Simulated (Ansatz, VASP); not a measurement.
**Rh in VASP and in Ansatz**

File INCAR:

```
SYSTEM = Rh
ALGO     = Normal         ! electronic algorithm
EDIFF    = 1E-6           ! SCF threshold, eV
ENCUT    = 520            ! plane-wave cutoff, eV
GGA      = PS             ! functional
ISIF     = 2              ! what is computed and relaxed
ISMEAR   = -1             ! smearing method
LASPH    = .True.         ! aspherical terms in the spheres
LCHARG   = .True.         ! write CHGCAR
LELF     = .True.         ! ELF
LREAL    = .False.        ! projectors in reciprocal space
LVHAR    = .True.       
LWAVE    = .False.        ! write WAVECAR
NBANDS   = 22             ! bands
NELM     = 80             ! most SCF steps
PREC     = Accurate       ! precision mode
SIGMA    = 0.1            ! smearing width, eV
```

The input KPOINTS:

```
k-points
0
Gamma
  11 11 11
  0 0 0
```

Contents of POSCAR:

```
Rh
1.0
    0.0000000000      2.6814636309      2.6814636309
    2.6814636309      0.0000000000      2.6814636309
    2.6814636309      2.6814636309      0.0000000000
Rh
2
Direct
    0.1250000000      0.1250000000      0.1250000000
    0.8750000000      0.8750000000      0.8750000000
```

Input for Ansatz:

```yaml
crystal:
  lattice:
    - [0.0, 2.6814636309, 2.6814636309]
    - [2.6814636309, 0.0, 2.6814636309]
    - [2.6814636309, 2.6814636309, 0.0]
  atoms:
    - { symbol: Rh, position: [0.125, 0.125, 0.125] }
    - { symbol: Rh, position: [0.875, 0.875, 0.875] }
hamiltonian:
  xc: pbesol
  pseudopotentials:
    kind: paw
    azcp:
      Rh: "pseudopotentials/Rh.paw.azcp"
basis:
  ecutwfc: 420
  fft_grid_basis: typed
kpoints:
  mp_grid: { grid: [11, 11, 11], shift: [0, 0, 0] }
magnetization:
  spin_polarized: false
scf:
  occupations: { method: fermi_dirac, width: 0.1 }
  lower_state_search: "off"
output:
  stress: true
```

Alike in both runs: task single point; functional PBEsol; k mesh 11 × 11 × 11; occupations fermi-dirac, width 0.1 eV; no spin polarisation.

|  | VASP | Ansatz |
| --- | --- | --- |
| version | VASP 6.6.1 | Ansatz 0.2.0 |
| potentials or method | VASP PAW PBE potentials, release 64 (Rh_pv), cutoff 520 eV | plane waves (420 eV) with PAW, scalar-relativistic |
| valence electrons in the cell | 30 | 34 |

|  | VASP | Ansatz | Ansatz less VASP |
| --- | --- | --- | --- |
| pressure (GPa) | 6.8 | 6.7 | -0.10 |

VASP's potentials were made for PBE, not for PBEsol, and Ansatz warns of the same on its side. The functional is the same, so the differences come from potentials, cutoffs and numerics. VASP's potentials hold 30 valence electrons a cell and Ansatz's 34, so a difference there can come from the potentials and not from the codes.
